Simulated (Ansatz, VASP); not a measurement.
# Sb in VASP and in Ansatz

The input INCAR:

```
PREC     = Accurate       # precision mode
ENCUT    = 520            # plane-wave cutoff, eV
EDIFF    = 1E-8           # SCF threshold, eV
ISMEAR   = -1             # smearing method
SIGMA    = 0.05           # smearing width, eV
LREAL    = False          # projectors in reciprocal space
LASPH    = True           # aspherical terms in the spheres
NELM     = 80             # most SCF steps
ALGO     = Normal         # electronic algorithm
ISIF     = 2              # what is computed and relaxed
LWAVE    = False          # write WAVECAR
LCHARG   = False          # write CHGCAR
GGA      = PS             # functional
LEFG     = True         
NBANDS   = 8              # bands
```

The input KPOINTS:

```
regular mesh
0
Gamma
  19 19 19
```

File POSCAR:

```
Sb
1.0
   -1.5050000000      1.5050000000      2.4800000000
    1.5050000000     -1.5050000000      2.4800000000
    1.5050000000      1.5050000000     -2.4800000000
Sb
1
Direct
    0.0000000000      0.0000000000      0.0000000000
```

Input for Ansatz:

```yaml
crystal:
  lattice:
    - [-1.505, 1.505, 2.48]
    - [1.505, -1.505, 2.48]
    - [1.505, 1.505, -2.48]
  atoms:
    - { symbol: Sb, position: [0.0, 0.0, 0.0] }
kpoints:
  mp_grid: { grid: [19, 19, 19] }
  band_path:
    path:
      - [0.0, 0.0, 0.0]
      - [0.0, 0.0, 0.5]
      - [0.25, 0.25, 0.25]
      - [0.0, 0.5, 0.0]
      - [0.0, 0.0, 0.0]
      - [0.5, 0.5, -0.5]
      - [0.3420681988, 0.6579318012, -0.3420681988]
      - [-0.3420681988, 0.3420681988, 0.3420681988]
      - [0.0, 0.0, 0.0]
    npoints: 14
scf:
  occupations: { method: fermi_dirac, width: 0.05 }
hamiltonian:
  xc: pbesol
  pseudopotentials: { kind: paw }
output:
  forces: true
  stress: true
  eigenvalues: true
  efg: { contact_densities: true }
  populations: true
  bader: true
  dos: { projected: true, de: 0.2, e_range: [-14, 8] }
  write_density: true
  write_potential: true
  elf: true
  volumetric_format: npy
```

Alike in both runs: task electric field gradients; functional PBEsol; k mesh 19 × 19 × 19; occupations fermi-dirac, width 0.05 eV; no spin polarisation.

|  | VASP | Ansatz |
| --- | --- | --- |
| version | VASP 6.6.1 | Ansatz 0.2.0 |
| potentials or method | VASP PAW PBE potentials, release 64 (Sb) | PAW with Ansatz's default frozen-core files, scalar-relativistic |
| plane-wave cutoff (eV) | 520 | 420 |
| valence electrons in the cell | 5 | 15 |

Ansatz gave:

- pressure (GPa): 15.1
- traceless stress, the component that is largest in VASP (GPa): -1.33
- size of Vzz on the site where it differs most (V/Å²): 37.9

Problem. What did VASP give for the same quantities?

Solution. Pressure (GPa): 15.3; traceless stress, the component that is largest in VASP (GPa): -1.45; size of Vzz on the site where it differs most (V/Å²): 38.7.

VASP's potentials were made for PBE, not for PBEsol. VASP's potentials hold 5 valence electrons a cell and Ansatz's 15, so a difference there can come from the potentials and not from the codes.

Spin-orbit coupling is off throughout.
